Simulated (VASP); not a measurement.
Runs of VASP 6.6.1 on AlN. The structure is that of space group F-43m (No. 216), or close to it. The cells are those of the table. 

| task | cell | gap on the mesh (eV) | pressure (GPa) |
| --- | --- | --- | --- |
| single point | a = 3.103 Å, angles 59.7°, 2 atoms | 3.16 | 0.0 |
| single point | a = 3.080 Å, angles 60.0°, 2 atoms | (a) | 3.1 |
| relaxation of the atoms | atoms relaxed from a = 3.103 Å, angles 59.7°, 2 atoms | 3.16 | 0.0 |
| single point | a = 3.095 Å, angles 60.0°, 2 atoms | (b) | 0.0 |
| single point | a = 3.103, b = 3.103, c = 3.095 Å, angles 60.1, 60.1, 59.8°, 2 atoms | 3.17 | -1.0 |
| relaxation of the atoms | atoms relaxed from a = 3.088 Å, angles 60.3°, 2 atoms | 3.14 | 0.0 |
| single point | a = 3.088 Å, angles 60.3°, 2 atoms | 3.14 | 0.0 |

Alike in all rows: level PBEsol; potentials or basis VASP PAW PBE potentials, release 64 (Al, N); no spin polarisation; k mesh 8 × 8 × 8; cutoff (eV) 520; smearing gaussian 0.01 eV.

**Question.** Fill in the values left out.

**Answer.** (a) 3.19; (b) 3.18.

Caveats: the PAW data sets were made with another functional, which shifts forces and pressure a little.

A k mesh can miss the band edges.
